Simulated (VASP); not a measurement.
Here is a VASP 6.6.1 calculation.

The input INCAR:

```
PREC = Accurate
ENCUT = 500
EDIFF = 1E-6
ISMEAR = -1
SIGMA = 0.05
LREAL = F
LASPH = T
NELM = 120
ALGO = Normal
ISIF = 2
LWAVE = F
LCHARG = F
GGA = PS
NBANDS = 19
GGA_COMPAT = F
```

Contents of KPOINTS:

```
Automatic mesh
0
Gamma
  9 9 9
```

The input POSCAR:

```
Ti
1.0
    0.0000000000      2.7912246522      2.7912246522
    2.7912246522      0.0000000000      2.7912246522
    2.7912246522      2.7912246522      0.0000000000
Ti
2
Direct
   -0.2375000000     -0.0875000000     -0.0875000000
    0.2375000000      0.0875000000      0.0875000000
```

Potentials or basis: VASP PAW PBE potentials, release 64 (Ti_sv).

Run with:

```sh
$ cat potpaw_PBE.64/Ti_sv/POTCAR > POTCAR
$ mpirun -np 1 vasp_std > vasp.out
```

(1) What does it give for the band gap on the k mesh?

(2) Predict the pressure.

(3) What does it give for the largest force?

Answers

(1) zero (bands 12 and 13 overlap by 0.99 eV).

(2) 22.2 GPa.

(3) 12.069 eV/Å.

Caveat: the cell differs from its parent crystal (shortest bond scaled by 0.7); atoms lie so close that the PAW spheres overlap strongly, which falsifies energies and pressures; the cell stands under pressure; the PAW data sets were made with another functional, which shifts forces and pressure a little.
